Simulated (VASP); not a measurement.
# Se (P3_121) in VASP: notebook, part 2 of 3

VASP 6.6.1.

**4. Single point, r2SCAN**

This run uses another cell than the first one, of 26.17 Å³/atom, 1.085 times its volume.

The input, POSCAR:

```
Se
1.0
    4.3071900636      0.0000000000      0.0000000000
   -2.1535950318      3.7301360140      0.0000000000
    0.0000000000      0.0000000000      4.8866512526
Se
3
Direct
    0.7746000000      0.7746000000      0.0000000000
    0.0000000000      0.2254000000      0.6666666667
    0.2254000000      0.0000000000      0.3333333333
```

The input, INCAR.step1:

```
  PREC = Accurate
  ENCUT = 520
  ISMEAR = -1
  SIGMA = 0.05
  LREAL = F
  LASPH = T
  NELM = 100
  NBANDS = 16
  GGA = PE
  ALGO = Normal
  EDIFF = 1E-4
  LWAVE = T
  LCHARG = F
```

The input, INCAR.step2:

```
  PREC = Accurate
  ENCUT = 520
  EDIFF = 1E-6
  ISMEAR = -1
  SIGMA = 0.05
  LREAL = F
  LASPH = T
  NELM = 100
  ALGO = Normal
  ISIF = 2
  LWAVE = F
  LCHARG = T
  METAGGA = R2SCAN
  LMIXTAU = T
  LELF = T
  LVHAR = T
  NBANDS = 16
  ISTART = 1
```

The input, KPOINTS:

```
Automatic mesh
0
Gamma
  7 7 6
```

Potentials or basis: VASP PAW PBE potentials, release 64 (Se).

On the command line:

```bash
$ cat potpaw_PBE.64/Se/POTCAR > POTCAR
$ cp INCAR.step1 INCAR
$ mpirun -np 1 vasp_std > vasp.out
$ cp INCAR.step2 INCAR
$ mpirun -np 1 vasp_std > vasp.out
```

OUTCAR:

```text
PREC = Accurate
   ENCUT = 520
   EDIFF = 1E-6
   ISMEAR = -1
   LREAL = F
   LASPH = T
   NELM = 100
   ISIF = 2
   METAGGA = R2SCAN
   ISTART = 1

 ion  position               nearest neighbor table
   1  0.775  0.775  0.000-   2 2.34   3 2.34
   2  0.000  0.225  0.667-   1 2.34   3 2.34
   3  0.225  0.000  0.333-   1 2.34   2 2.34

  LATTYP: Found a hexagonal cell.
 ALAT       =     4.3071900636
[... 651 lines left out ...]

  FORCE on cell =-STRESS in cart. coord.  units (eV):
  Direction    XX          YY          ZZ          XY          YZ          ZX
  --------------------------------------------------------------------------------------
  -------------------------------------------------------------------------------------
  Total        1.6085945      1.6085945      2.7508927      0.0000000     -0.0000000      0.0000000
  in kB       32.8266907     32.8266907     56.1376447      0.0000000     -0.0000000      0.0000000
  external PRESSURE =      40.5970087 kB  Pullay stress =       0.0000000 kB

 VOLUME and BASIS-vectors are now :
 -----------------------------------------------------------------------------
  energy-cutoff  :      520.00
  volume of cell :       78.51
      direct lattice vectors                 reciprocal lattice vectors
     4.307190064  0.000000000  0.000000000     0.232169926  0.134043369  0.000000000
    -2.153595032  3.730136014  0.000000000     0.000000000  0.268086739  0.000000000
     0.000000000  0.000000000  4.886651253     0.000000000  0.000000000  0.204639118

 POSITION                                       TOTAL-FORCE (eV/Angst)
 -----------------------------------------------------------------------------------
      1.66817      2.88936      0.00000        -0.245775     -0.425694     -0.000000
     -0.48542      0.84077      3.25777        -0.245775      0.425694     -0.000000
      0.97084      0.00000      1.62888         0.491549     -0.000000      0.000000
 -----------------------------------------------------------------------------------
    total drift:                               -0.000000     -0.000001     -0.000000

  FREE ENERGIE OF THE ION-ELECTRON SYSTEM (eV)
  ---------------------------------------------------
  free  energy   TOTEN  =       -42.8578115904 eV

  energy  without entropy=      -42.8578115504  energy(sigma->0) =      -42.85781157
```

OUTCAR.step1:

```text
PREC = Accurate
   ENCUT = 520
   ISMEAR = -1
   LREAL = F
   LASPH = T
[... 682 lines left out ...]
      1.66817      2.88936      0.00000        -0.444429     -0.769774      0.000000
     -0.48542      0.84077      3.25777        -0.444429      0.769774      0.000000
      0.97084      0.00000      1.62888         0.888859      0.000000     -0.000000
 -----------------------------------------------------------------------------------
    total drift:                               -0.000000     -0.000000     -0.000000

  FREE ENERGIE OF THE ION-ELECTRON SYSTEM (eV)
  ---------------------------------------------------
  free  energy   TOTEN  =       -10.3831116604 eV

  energy  without entropy=      -10.3831113015  energy(sigma->0) =      -10.38311148
```

Wall time 1.8 min (1 thread of Intel Xeon Platinum 8259CL at 2.50GHz (Skylake/Cascade Lake), shared host); peak memory 0.21 GiB.

Results:

| Property | Result |
| --- | --- |
| Free energy | -42.8578 eV |
| Pressure | 4.1 GPa |
| Largest force | 0.492 eV/Å |
| Band gap on the k mesh | 1.42 eV, indirect (least direct gap 1.76 eV) |

Forces in eV/Å, atoms in the order of the input:
```
Se  -0.246 -0.426  0.000
Se  -0.246  0.426  0.000
Se   0.492  0.000  0.000
```

Caveat: the PAW data sets were made with another functional, which shifts forces and pressure a little. A k mesh can miss the band edges.

**5. Relaxation of cell and atoms, PBEsol**

This run uses another cell than the first one, of 27.26 Å³/atom, 1.131 times its volume.

The input, INCAR:

```
SYSTEM = Se
PREC     = Accurate       ! precision mode
ENCUT    = 600            ! plane-wave cutoff, eV
EDIFF    = 1E-7           ! SCF threshold, eV
ISMEAR   = -1             ! smearing method
SIGMA    = 0.05           ! smearing width, eV
LREAL    = .False.        ! projectors in reciprocal space
LASPH    = .True.         ! aspherical terms in the spheres
NELM     = 60             ! most SCF steps
ALGO     = Normal         ! electronic algorithm
ISIF     = 3              ! what is computed and relaxed
LWAVE    = .False.        ! write WAVECAR
LCHARG   = .False.        ! write CHGCAR
GGA      = PS             ! functional
IBRION   = 2              ! ionic algorithm
NSW      = 60             ! ionic steps
EDIFFG   = -0.01          ! ionic threshold
```

The input, KPOINTS:

```
regular mesh
0
Gamma
  7 7 6
  0 0 0
```

The input, POSCAR:

```
Se
1.0
    4.3662000000      0.0000000000      0.0000000000
   -2.1831000000      3.7812401180      0.0000000000
    0.0000000000      0.0000000000      4.9536000000
Se
3
Direct
    0.7746000000      0.7746000000      0.0000000000
    0.0000000000      0.2254000000      0.6666666667
    0.2254000000      0.0000000000      0.3333333333
```

Potentials or basis: VASP PAW PBE potentials, release 64 (Se).

On the command line:

```bash
$ cat potpaw_PBE.64/Se/POTCAR > POTCAR
$ mpirun -np 1 vasp_std > vasp.out
```

OUTCAR:

```text
SYSTEM = Se
   PREC = Accurate
   ENCUT = 600
   EDIFF = 1E-7
   ISMEAR = -1
   LREAL = .False.
   LASPH = .True.
   NELM = 60
   ISIF = 3
   GGA = PS
   IBRION = 2
   NSW = 60
   EDIFFG = -0.01

 ion  position               nearest neighbor table
   1  0.775  0.775  0.000-   2 2.37   3 2.37
   2  0.000  0.225  0.667-   1 2.37   3 2.37
   3  0.225  0.000  0.333-   1 2.37   2 2.37

  LATTYP: Found a hexagonal cell.
 ALAT       =     4.3662000000
 C/A-ratio  =     1.1345334616

  Lattice vectors:

 A1 = (   4.3662000000,   0.0000000000,   0.0000000000)
 A2 = (  -2.1831000000,   3.7812401180,   0.0000000000)
 A3 = (   0.0000000000,   0.0000000000,   4.9536000000)

Analysis of symmetry for initial positions (statically):
=====================================================================
 Subroutine PRICEL returns:
 Original cell was already a primitive cell.

 Routine SETGRP: Setting up the symmetry group for a
 hexagonal supercell.

 Subroutine GETGRP returns: Found  6 space group operations
 (whereof  2 operations were pure point group operations)
 out of a pool of 24 trial point group operations.

The static configuration has the point symmetry C_2 .
 The point group associated with its full space group is D_3 .

Analysis of symmetry for dynamics (positions and initial velocities):
=====================================================================
 Subroutine PRICEL returns:
 Original cell was already a primitive cell.

 Routine SETGRP: Setting up the symmetry group for a
 hexagonal supercell.

 Subroutine GETGRP returns: Found  6 space group operations
 (whereof  2 operations were pure point group operations)
 out of a pool of 24 trial point group operations.

The dynamic configuration has the point symmetry C_2 .
 The point group associated with its full space group is D_3 .

 Subroutine INISYM returns: Found  6 space group operations
 (whereof  2 operations are pure point group operations),
[... 152 lines left out ...]
  Direction    XX          YY          ZZ          XY          YZ          ZX
  --------------------------------------------------------------------------------------
  -------------------------------------------------------------------------------------
  Total       -0.0822212     -0.0822212      0.7129073      0.0000000      0.0000000     -0.0000000
  in kB       -1.6107778     -1.6107778     13.9664108      0.0000000      0.0000000     -0.0000000
  external PRESSURE =       3.5816184 kB  Pullay stress =       0.0000000 kB
[... 92 lines left out ...]
  FREE ENERGIE OF THE ION-ELECTRON SYSTEM (eV)
  ---------------------------------------------------
  free  energy   TOTEN  =       -11.4965697234 eV

  energy  without entropy=      -11.4965687229  energy(sigma->0) =      -11.49656922

[... ionic steps 4 to 10 ...]

--------------------------------------- Ionic step       11  -------------------------------------------

 number of electron      17.9999999 magnetization

------------------------ aborting loop because EDIFF is reached ----------------------------------------
[... 69 lines left out ...]
--------------------------------------- Ionic step       13  -------------------------------------------

 number of electron      17.9999998 magnetization

 Free energy of the ion-electron system (eV)
  ---------------------------------------------------
  ext. energy  EPLUGINS =         0.00000000
  ---------------------------------------------------
  free energy    TOTEN  =       -11.56183328 eV

  energy without entropy =      -11.56182542  energy(sigma->0) =      -11.56182935

 E-fermi :   4.1507     XC(G=0):  -9.6896

 val. band max:        3.7149263097   @ k =   0.4286   0.1429   0.5000
 cond. band min:       4.6118960752   @ k =   0.2857   0.2857   0.5000
 fundamental gap:      0.8969697655
 Fermi energy:         4.1506671651

 k-point     1 :       0.0000    0.0000    0.0000
  band No.  band energies     occupation
      1     -12.3197      2.00000
      2      -8.2309      2.00000
      3      -8.2309      2.00000
      4       0.0681      2.00000
      5       0.3030      2.00000
      6       0.3030      2.00000
      7       1.8454      2.00000
      8       1.8454      2.00000
      9       3.1870      2.00000
     10       5.1616      0.00000
     11       5.1616      0.00000
     12       5.7788      0.00000
     13       9.9982      0.00000
[... 354 lines left out ...]
  band No.  band energies     occupation
      1     -11.3592      2.00000
      2     -10.0284      2.00000
      3      -7.0321      2.00000
      4      -1.4719      2.00000
      5      -0.6581      2.00000
      6       0.1327      2.00000
      7       1.1645      2.00000
      8       1.6304      2.00000
      9       2.4210      2.00000
     10       5.5557      0.00000
     11       6.1846      0.00000
     12       6.9638      0.00000
     13       9.8208      0.00000

 [... further k-points ...]

------------------------ aborting loop because EDIFF is reached ----------------------------------------

  FORCE on cell =-STRESS in cart. coord.  units (eV):
  Direction    XX          YY          ZZ          XY          YZ          ZX
  --------------------------------------------------------------------------------------
  -------------------------------------------------------------------------------------
  Total       -0.0059163     -0.0059163     -0.0282447      0.0000000      0.0000000     -0.0000000
  in kB       -0.1309851     -0.1309851     -0.6253275      0.0000000      0.0000000     -0.0000000
  external PRESSURE =      -0.2957659 kB  Pullay stress =       0.0000000 kB
[... 18 lines left out ...]
  FREE ENERGIE OF THE ION-ELECTRON SYSTEM (eV)
  ---------------------------------------------------
  free  energy   TOTEN  =       -11.5618332772 eV

  energy  without entropy=      -11.5618254180  energy(sigma->0) =      -11.56182935

 reached required accuracy - stopping structural energy minimisation
```

OSZICAR:

```text
N       E                     dE             d eps       ncg     rms          rms(c)
DAV:   1     0.944481575824E+02    0.94448E+02   -0.79809E+03  1040   0.129E+03
[... 116 lines left out ...]
       N       E                     dE             d eps       ncg     rms          rms(c)
DAV:   1    -0.115624493388E+02   -0.66168E-03   -0.31282E-02  1040   0.106E+00    0.116E-01
DAV:   2    -0.115620084908E+02    0.44085E-03   -0.11640E-03  1065   0.232E-01    0.652E-02
DAV:   3    -0.115618343849E+02    0.17411E-03   -0.48635E-04  1145   0.126E-01    0.182E-02
DAV:   4    -0.115618331872E+02    0.11978E-05   -0.13919E-05  1205   0.258E-02    0.105E-02
DAV:   5    -0.115618332235E+02   -0.36317E-07   -0.15160E-06  1210   0.868E-03    0.276E-03
DAV:   6    -0.115618332772E+02   -0.53748E-07   -0.14150E-07   644   0.270E-03
  13 F= -.11561833E+02 E0= -.11561829E+02  d E =-.245517E-03
```

Wall time 4.4 min (1 thread of Intel Xeon Platinum 8259CL at 2.50GHz (Skylake/Cascade Lake), shared host); peak memory 0.24 GiB.

What came out:

- Free energy: -11.5618 eV
- Relaxed volume: 24.12 Å³/atom
- Relaxed cell: a = 4.035 Å, b = 4.035 Å, c = 5.133 Å, α = 90.00°, β = 90.00°, γ = 120.00°
- Space group after relaxing (to 0.05 Å): P3_121 (No. 152)
- Energy gained by relaxing: 25.1 meV/atom
- Ionic steps: 13
- Pressure after relaxing: 0.0 GPa
- Band gap on the k mesh: 0.90 eV, indirect (least direct gap 1.11 eV)

The path:
| step | energy change (eV) | largest force (eV/Å) | pressure (GPa) | volume (Å³) |
| --- | --- | --- | --- | --- |
| 1 | 0.0000 | 0.3326 | 0.36 | 81.78 |
| 2 | -0.0099 | 0.0105 | -1.33 | 82.50 |
| 3 | -0.0102 | 0.0360 | -1.09 | 82.40 |
| 4 | -0.0238 | 0.0424 | -1.00 | 80.98 |
| 5 | -0.0574 | 0.0792 | -0.41 | 76.77 |
| 6 | -0.0532 | 0.1875 | 2.58 | 68.58 |
| 7 | -0.0709 | 0.1467 | 0.62 | 73.24 |
| 8 | -0.0713 | 0.1576 | 0.96 | 72.24 |
| 9 | -0.0749 | 0.0215 | -0.02 | 71.78 |
| 10 | -0.0752 | 0.0165 | 0.19 | 71.88 |
| 11 | -0.0752 | 0.0139 | 0.18 | 71.88 |
| 12 | -0.0754 | 0.0068 | 0.07 | 72.14 |
| 13 | -0.0754 | 0.0006 | -0.03 | 72.37 |

Final structure:
```xyz
3
Lattice="4.0350 0.0000 0.0000 -2.0175 3.4944 0.0000 0.0000 0.0000 5.1325" Properties=species:S:1:pos:R:3 pbc="T T T"
Se    1.5146    2.6234    0.0000
Se   -0.5028    0.8710    3.4217
Se    1.0057    0.0000    1.7108
```

Levels at points of the mesh, in eV from the valence-band top:
| k point | band 7 | band 8 | band 9 | band 10 | band 11 | band 12 |
| --- | --- | --- | --- | --- | --- | --- |
| (0.00, 0.00, 0.00) | -1.87 | -1.87 | -0.53 | 1.45 | 1.45 | 2.06 |
| (0.00, 0.00, 0.50) | -1.38 | -1.32 | -1.32 | 0.90 | 0.90 | 0.91 |

Caveat: the PAW data sets were made with another functional, which shifts forces and pressure a little; the volume moved by -12 % from the deposited cell, more than functionals usually miss. A k mesh can miss the band edges.

(Continued in part 3 of 3.)
